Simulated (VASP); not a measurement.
Al, 2 atoms in the cell. It takes space group P6_3/mmc (No. 194, hexagonal). Conventional cell: a = 2.794 Å, b = 2.794 Å, c = 4.834 Å, α = 90.00°, β = 90.00°, γ = 120.00°. Within 3.7 Å of Al (site symmetry -6m2) lie 12 Al at 2.79 to 2.91 Å. 

- Program: VASP 6.6.1
- Task: single point
- Functional: HSE06
- Potentials or basis: VASP PAW PBE potentials, release 64 (Al)
- Cutoff: 520 eV
- k mesh: 6 × 6 × 4
- Occupations: fermi-dirac, width 0.05 eV
- Spin: no spin polarisation
- Dipole correction: no
- Grid for exact exchange (PRECFOCK): Normal
- Further INCAR settings: ALGO = Normal; EDIFF = 1e-06; NBANDS = 10
- Screening parameter: 0.2079 1/Å

Potentials or basis: VASP PAW PBE potentials, release 64 (Al).

Command:

```bash
$ cat potpaw_PBE.64/Al/POTCAR > POTCAR
$ cp INCAR.step1 INCAR
$ mpirun -np 1 vasp_std > vasp.out
$ cp INCAR.step2 INCAR
$ mpirun -np 1 vasp_std > vasp.out
```

Hardware: 1 thread of AMD EPYC 9R45 96-Core Processor (Zen 5) (shared host).

**Question.** How long does it take, and how much memory?

**Answer.** Run time: 3.6 min on 1 thread of AMD EPYC 9R45 96-Core Processor (Zen 5) (shared host), peak memory 0.22 GiB. Counts: k points 21.
